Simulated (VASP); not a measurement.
Input of a VASP 6.6.1 run:

INCAR

```
SYSTEM = Be3CdO4
ALGO = Normal ; EDIFF = 1E-6
ENCUT = 700 ; GGA = PE
GGA_COMPAT = .FALSE. ; ISIF = 2
ISMEAR = 0 ; LASPH = .TRUE.
LCHARG = .TRUE. ; LELF = .TRUE.
LREAL = .FALSE. ; LVHAR = .TRUE.
LWAVE = .FALSE. ; NBANDS = 35
NELM = 120 ; PREC = Accurate
SIGMA = 0.15
```

Contents of KPOINTS:

```
k-points
0
G
  4 4 3
  0 0 0
```

File POSCAR:

```
Be3CdO4
1.0
    4.5226336630     -1.3508217113      0.0191562623
    4.5226336630      1.3508217113      0.0191562623
   -0.7929216765      0.0000000000      5.6219535421
Be Cd O
3 1 4
Direct
    0.5000000000      0.5000000000      0.5000000000
    0.7889693904      0.7889693904      0.3347104113
    0.2110306096      0.2110306096      0.6652895887
    0.0000000000      0.0000000000      0.0000000000
    0.3641695893      0.3641695893      0.2222466511
    0.6358304107      0.6358304107      0.7777533489
    0.1240562579      0.1240562579      0.3946720515
    0.8759437421      0.8759437421      0.6053279485
```

Potentials or basis: VASP PAW PBE potentials, release 64 (Be, Cd_sv_GW, O).

Launch:

```sh
$ cat potpaw_PBE.64/Be/POTCAR potpaw_PBE.64/Cd_sv_GW/POTCAR potpaw_PBE.64/O/POTCAR > POTCAR
$ mpirun -np 1 vasp_std > vasp.out
```

(1) Estimate the pressure.

(2) Estimate the largest force.

Results:

(1) -0.3 GPa.

(2) 0.075 eV/Å.

Caveat: the k points lie up to 0.61 Å⁻¹ apart.
